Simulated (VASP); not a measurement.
# SrMg (Pm-3m) in VASP: notebook, part 2 of 2

VASP 6.6.1.

### Step 3. Electric field gradients, LDA

The input, INCAR:

```
  PREC = Accurate
  ENCUT = 520
  EDIFF = 1E-8
  ISMEAR = -1
  SIGMA = 0.05
  LREAL = F
  LASPH = T
  NELM = 80
  ALGO = Normal
  ISIF = 2
  LWAVE = F
  LCHARG = F
  GGA = CA
  LEFG = T
  NBANDS = 13
```

The input, KPOINTS:

```
regular mesh
0
Gamma
  9 9 9
```

The input, POSCAR:

```
SrMg
1.0
    3.9000000000      0.0000000000      0.0000000000
    0.0000000000      3.9000000000      0.0000000000
    0.0000000000      0.0000000000      3.9000000000
Sr Mg
1 1
Direct
    0.5000000000      0.5000000000      0.5000000000
    0.0000000000      0.0000000000      0.0000000000
```

Potentials or basis: VASP PAW LDA potentials, release 64 (Sr_sv, Mg).

On the command line:

```console
cat potpaw_LDA.64/Sr_sv/POTCAR potpaw_LDA.64/Mg/POTCAR > POTCAR
mpirun -np 1 vasp_std > vasp.out
```

OUTCAR:

```text
PREC = Accurate
   ENCUT = 520
   EDIFF = 1E-8
   ISMEAR = -1
   LREAL = F
   LASPH = T
   NELM = 80
   ISIF = 2
   GGA = CA

 ion  position               nearest neighbor table
   1  0.500  0.500  0.500-   2 3.38   2 3.38   2 3.38   2 3.38   2 3.38   2 3.38   2 3.38   2 3.38

   2  0.000  0.000  0.000-   1 3.38   1 3.38   1 3.38   1 3.38   1 3.38   1 3.38   1 3.38   1 3.38

  LATTYP: Found a simple cubic cell.
 ALAT       =     3.9000000000

  Lattice vectors:

 A1 = (   3.9000000000,   0.0000000000,   0.0000000000)
 A2 = (   0.0000000000,   3.9000000000,   0.0000000000)
 A3 = (   0.0000000000,   0.0000000000,   3.9000000000)

Analysis of symmetry for initial positions (statically):
=====================================================================
 Subroutine PRICEL returns:
 Original cell was already a primitive cell.

 Routine SETGRP: Setting up the symmetry group for a
 simple cubic supercell.

 Subroutine GETGRP returns: Found 48 space group operations
 (whereof 48 operations were pure point group operations)
 out of a pool of 48 trial point group operations.

The static configuration has the point symmetry O_h .

Analysis of symmetry for dynamics (positions and initial velocities):
=====================================================================
 Subroutine PRICEL returns:
 Original cell was already a primitive cell.

 Routine SETGRP: Setting up the symmetry group for a
 simple cubic supercell.

 Subroutine GETGRP returns: Found 48 space group operations
 (whereof 48 operations were pure point group operations)
 out of a pool of 48 trial point group operations.

The dynamic configuration has the point symmetry O_h .

 Subroutine INISYM returns: Found 48 space group operations
 (whereof 48 operations are pure point group operations),
[... 520 lines left out ...]
  band No.  band energies     occupation
      1     -32.7570      2.00000
      2     -15.0956      2.00000
      3     -15.0240      2.00000
      4     -14.8249      2.00000
      5       0.1433      2.00000
      6       1.7538      2.00000
      7       2.9745      0.00161
      8       4.2572      0.00000
      9       5.5621      0.00000
     10       5.9749      0.00000
     11       8.5939      0.00000
     12       9.0192      0.00000
     13       9.3520      0.00000

 [... further k-points ...]
[... 5 lines left out ...]
  --------------------------------------------------------------------------------------
  -------------------------------------------------------------------------------------
  Total        1.2145393      1.2145393      1.2145393     -0.0000000      0.0000000     -0.0000000
  in kB       32.8041145     32.8041145     32.8041145     -0.0000000      0.0000000     -0.0000000
  external PRESSURE =      32.8041145 kB  Pullay stress =       0.0000000 kB

 VOLUME and BASIS-vectors are now :
 -----------------------------------------------------------------------------
  energy-cutoff  :      520.00
  volume of cell :       59.32
      direct lattice vectors                 reciprocal lattice vectors
     3.900000000  0.000000000  0.000000000     0.256410256  0.000000000  0.000000000
     0.000000000  3.900000000  0.000000000     0.000000000  0.256410256  0.000000000
     0.000000000  0.000000000  3.900000000     0.000000000  0.000000000  0.256410256

 POSITION                                       TOTAL-FORCE (eV/Angst)
 -----------------------------------------------------------------------------------
      1.95000      1.95000      1.95000         0.000000      0.000000      0.000000
      0.00000      0.00000      0.00000         0.000000      0.000000      0.000000
 -----------------------------------------------------------------------------------
    total drift:                                0.000000      0.000000      0.000000

  FREE ENERGIE OF THE ION-ELECTRON SYSTEM (eV)
  ---------------------------------------------------
  free  energy   TOTEN  =        -3.8488240219 eV

  energy  without entropy=       -3.8371257593  energy(sigma->0) =       -3.84297489

 Electric field gradients (V/A^2)
---------------------------------------------------------------------
 ion       V_xx      V_yy      V_zz      V_xy      V_xz      V_yz
---------------------------------------------------------------------
   1       0.000     0.000    -0.000    -0.000    -0.000    -0.000
   2       0.000     0.000     0.000    -0.000    -0.000     0.000
---------------------------------------------------------------------

 Electric field gradients after diagonalization (V/A^2)
 (convention: |V_zz| > |V_xx| > |V_yy|)
----------------------------------------------------------------------
 ion       V_xx      V_yy      V_zz     asymmetry (V_yy - V_xx)/ V_zz
----------------------------------------------------------------------
   1       0.000    -0.000     0.000      -1.377
   2       0.000     0.000     0.000      -0.130
----------------------------------------------------------------------

           NMR quadrupolar parameters

 Cq : quadrupolar parameter    Cq=e*Q*V_zz/h
 eta: asymmetry parameters     (V_yy - V_xx)/ V_zz
 Q  : nuclear electric quadrupole moment in mb (millibarn)
----------------------------------------------------------------------
 ion       Cq(MHz)       eta       Q (mb)
----------------------------------------------------------------------
   1       0.000      -1.377       1.000
   2       0.000      -0.130       1.000
----------------------------------------------------------------------
```

OSZICAR:

```text
N       E                     dE             d eps       ncg     rms          rms(c)
DAV:   1     0.467902723408E+02    0.46790E+02   -0.56454E+03   934   0.772E+02
DAV:   2    -0.101697142960E+01   -0.47807E+02   -0.46513E+02  1186   0.168E+02
DAV:   3    -0.378695423131E+01   -0.27700E+01   -0.27520E+01  1503   0.313E+01
DAV:   4    -0.388228204892E+01   -0.95328E-01   -0.95286E-01  1150   0.420E+00
DAV:   5    -0.388384642300E+01   -0.15644E-02   -0.15643E-02  1319   0.471E-01    0.181E+01
DAV:   6    -0.386064982803E+01    0.23197E-01   -0.16409E-02  1058   0.107E+00    0.101E+01
DAV:   7    -0.384914191641E+01    0.11508E-01   -0.23557E-02  1110   0.128E+00    0.396E-01
DAV:   8    -0.384880319121E+01    0.33873E-03   -0.21530E-03  1472   0.263E-01    0.784E-02
DAV:   9    -0.384881893573E+01   -0.15745E-04   -0.23974E-05  1165   0.357E-02    0.406E-02
DAV:  10    -0.384882398052E+01   -0.50448E-05   -0.97039E-06  1442   0.241E-02    0.351E-02
DAV:  11    -0.384882396742E+01    0.13094E-07   -0.68601E-07  1110   0.573E-03    0.951E-04
DAV:  12    -0.384882401568E+01   -0.48253E-07   -0.15936E-07  1412   0.135E-03    0.668E-04
DAV:  13    -0.384882402188E+01   -0.62051E-08   -0.74468E-09   842   0.540E-04
   1 F= -.38488240E+01 E0= -.38429749E+01  d E =-.116983E-01
```

stdout:

```text
POSCAR found type information on POSCAR SrMg
 POSCAR found :  2 types and       2 ions
 scaLAPACK will be used
 LDA part: xc-table for (Slater(with rela. corr.)+CA(PZ))
 , standard interpolation
 POSCAR, INCAR and KPOINTS ok, starting setup
 FFT: planning ... GRIDC
 FFT: planning ... GRID_SOFT
 FFT: planning ... GRID
 WAVECAR not read
 entering main loop
ion   1

ion   2
```

Wall time 28 s (1 thread of Intel Xeon Platinum 8259CL at 2.50GHz (Skylake/Cascade Lake), shared host); peak memory 0.16 GiB.

Results:

```yaml
Free_energy: -3.8488 eV
Pressure: 3.3 GPa
Band_gap_on_the_k_mesh: zero (band 6 reaches 3.23 eV, above the bottom of band 7 at 1.86 eV)
```

Caveat: without QUAD_EFG the Cq values of the log hold for a quadrupole moment of 1 mb, not for the nuclei.

### Step 4. Electric field gradients, LDA (volume scaled by 0.94)

The input, INCAR:

```
SYSTEM = SrMg
PREC = Accurate
ENCUT = 520
EDIFF = 1E-8
ISMEAR = -1
SIGMA = 0.05
LREAL = .False.
LASPH = .True.
NELM = 100
ALGO = Normal
ISIF = 2
LWAVE = .False.
LCHARG = .False.
GGA = CA
LEFG = .True.
NBANDS = 13
```

The input, KPOINTS:

```
regular mesh
0
Gamma
  9 9 9
  0 0 0
```

The input, POSCAR:

```
SrMg
1.0
    3.8203858240      0.0000000000      0.0000000000
    0.0000000000      3.8203858240      0.0000000000
    0.0000000000      0.0000000000      3.8203858240
Sr Mg
1 1
Direct
    0.5000000000      0.5000000000      0.5000000000
    0.0000000000      0.0000000000      0.0000000000
```

Potentials or basis: VASP PAW LDA potentials, release 64 (Sr_sv, Mg).

On the command line:

```console
cat potpaw_LDA.64/Sr_sv/POTCAR potpaw_LDA.64/Mg/POTCAR > POTCAR
mpirun -np 1 vasp_std > vasp.out
```

OUTCAR:

```text
SYSTEM = SrMg
   PREC = Accurate
   ENCUT = 520
   EDIFF = 1E-8
   ISMEAR = -1
   LREAL = .False.
   LASPH = .True.
   NELM = 100
   ISIF = 2
   GGA = CA

 ion  position               nearest neighbor table
   1  0.500  0.500  0.500-   2 3.31   2 3.31   2 3.31   2 3.31   2 3.31   2 3.31   2 3.31   2 3.31

   2  0.000  0.000  0.000-   1 3.31   1 3.31   1 3.31   1 3.31   1 3.31   1 3.31   1 3.31   1 3.31

  LATTYP: Found a simple cubic cell.
 ALAT       =     3.8203858240

  Lattice vectors:

 A1 = (   3.8203858240,   0.0000000000,   0.0000000000)
 A2 = (   0.0000000000,   3.8203858240,   0.0000000000)
 A3 = (   0.0000000000,   0.0000000000,   3.8203858240)

Analysis of symmetry for initial positions (statically):
=====================================================================
 Subroutine PRICEL returns:
 Original cell was already a primitive cell.

 Routine SETGRP: Setting up the symmetry group for a
 simple cubic supercell.

 Subroutine GETGRP returns: Found 48 space group operations
[... 572 lines left out ...]
     3.820385824  0.000000000  0.000000000     0.261753667  0.000000000  0.000000000
     0.000000000  3.820385824  0.000000000     0.000000000  0.261753667  0.000000000
     0.000000000  0.000000000  3.820385824     0.000000000  0.000000000  0.261753667

 POSITION                                       TOTAL-FORCE (eV/Angst)
 -----------------------------------------------------------------------------------
      1.91019      1.91019      1.91019         0.000000      0.000000      0.000000
      0.00000      0.00000      0.00000         0.000000      0.000000      0.000000
 -----------------------------------------------------------------------------------
    total drift:                                0.000000      0.000000      0.000000

  FREE ENERGIE OF THE ION-ELECTRON SYSTEM (eV)
  ---------------------------------------------------
  free  energy   TOTEN  =        -3.7499009698 eV

  energy  without entropy=       -3.7396891082  energy(sigma->0) =       -3.74479504

 Electric field gradients (V/A^2)
---------------------------------------------------------------------
 ion       V_xx      V_yy      V_zz      V_xy      V_xz      V_yz
---------------------------------------------------------------------
   1      -0.000    -0.000    -0.000    -0.000    -0.000    -0.000
   2       0.000     0.000    -0.000    -0.000    -0.000    -0.000
---------------------------------------------------------------------

 Electric field gradients after diagonalization (V/A^2)
 (convention: |V_zz| > |V_xx| > |V_yy|)
----------------------------------------------------------------------
 ion       V_xx      V_yy      V_zz     asymmetry (V_yy - V_xx)/ V_zz
----------------------------------------------------------------------
   1      -0.000    -0.000    -0.000      -0.220
   2       0.000     0.000    -0.000       0.387
----------------------------------------------------------------------

           NMR quadrupolar parameters

 Cq : quadrupolar parameter    Cq=e*Q*V_zz/h
 eta: asymmetry parameters     (V_yy - V_xx)/ V_zz
 Q  : nuclear electric quadrupole moment in mb (millibarn)
----------------------------------------------------------------------
 ion       Cq(MHz)       eta       Q (mb)
----------------------------------------------------------------------
   1      -0.000      -0.220       1.000
   2      -0.000       0.387       1.000
----------------------------------------------------------------------
```

OSZICAR:

```text
N       E                     dE             d eps       ncg     rms          rms(c)
DAV:   1     0.446667909084E+02    0.44667E+02   -0.55915E+03   926   0.773E+02
DAV:   2    -0.115539004213E+01   -0.45822E+02   -0.44259E+02  1173   0.168E+02
DAV:   3    -0.368770326382E+01   -0.25323E+01   -0.25159E+01  1472   0.301E+01
DAV:   4    -0.378689440328E+01   -0.99191E-01   -0.99136E-01  1167   0.446E+00
DAV:   5    -0.378951983829E+01   -0.26254E-02   -0.26254E-02  1286   0.582E-01    0.193E+01
DAV:   6    -0.376363175150E+01    0.25888E-01   -0.14902E-02  1040   0.102E+00    0.109E+01
DAV:   7    -0.375011897702E+01    0.13513E-01   -0.22702E-02  1098   0.123E+00    0.364E-01
DAV:   8    -0.374988004708E+01    0.23893E-03   -0.20734E-03  1451   0.265E-01    0.666E-02
DAV:   9    -0.374989581749E+01   -0.15770E-04   -0.24466E-05  1120   0.361E-02    0.415E-02
DAV:  10    -0.374990082170E+01   -0.50042E-05   -0.97721E-06  1447   0.276E-02    0.352E-02
DAV:  11    -0.374990092031E+01   -0.98604E-07   -0.57769E-07  1070   0.560E-03    0.142E-03
DAV:  12    -0.374990096511E+01   -0.44804E-07   -0.15723E-07  1444   0.136E-03    0.118E-03
DAV:  13    -0.374990096976E+01   -0.46506E-08   -0.97474E-09   892   0.622E-04
   1 F= -.37499010E+01 E0= -.37447950E+01  d E =-.102119E-01
```

Run time: 8 s. Hardware: 1 thread of Intel Xeon 6975P-C (Granite Rapids), shared host; peak memory 0.15 GiB.

What came out:

| Property | Result |
| --- | --- |
| Free energy | -3.7499 eV |
| Pressure | 5.7 GPa |
| Band gap on the k mesh | zero (band 6 reaches 3.48 eV, above the bottom of band 7 at 2.06 eV) |

Caveat: without QUAD_EFG the Cq values of the log hold for a quadrupole moment of 1 mb, not for the nuclei.
